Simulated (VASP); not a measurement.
Ga, 2 atoms in the cell. Symmetry: P6_3/mmc, No. 194, hexagonal system. The conventional cell has a = 2.895 Å, b = 2.895 Å, c = 4.569 Å, α = 90.00°, β = 90.00°, γ = 120.00°. Within 3.7 Å of Ga (site symmetry -6m2) lie 12 Ga at 2.83 to 2.89 Å.  This cell differs from its parent crystal: volume scaled by 0.92.

| Property | Result |
| --- | --- |
| Program | VASP 6.6.1 |
| Task | single point |
| Functional | r2SCAN |
| Potentials or basis | VASP PAW PBE potentials, release 64 (Ga_d) |
| Cutoff | 520 eV |
| k mesh | 14 × 14 × 8 |
| Occupations | fermi-dirac, width 0.1 eV |
| Spin | no spin polarisation |
| Dipole correction | no |
| Further INCAR settings | ALGO = Normal; EDIFF = 1e-06; NBANDS = 20 |

Potentials or basis: VASP PAW PBE potentials, release 64 (Ga_d).

Launch:

```bash
$ cat potpaw_PBE.64/Ga_d/POTCAR > POTCAR
$ cp INCAR.step1 INCAR
$ mpirun -np 1 vasp_std > vasp.out
$ cp INCAR.step2 INCAR
$ mpirun -np 1 vasp_std > vasp.out
```

Hardware: 1 thread of Intel(R) Xeon(R) Platinum 8488C (Sapphire Rapids) (shared host).

Q: Estimate the wall time of this run.

A: It took 2 min on 1 thread of Intel(R) Xeon(R) Platinum 8488C (Sapphire Rapids), on a shared host, peak memory 0.2 GiB. Counts: k points 120.
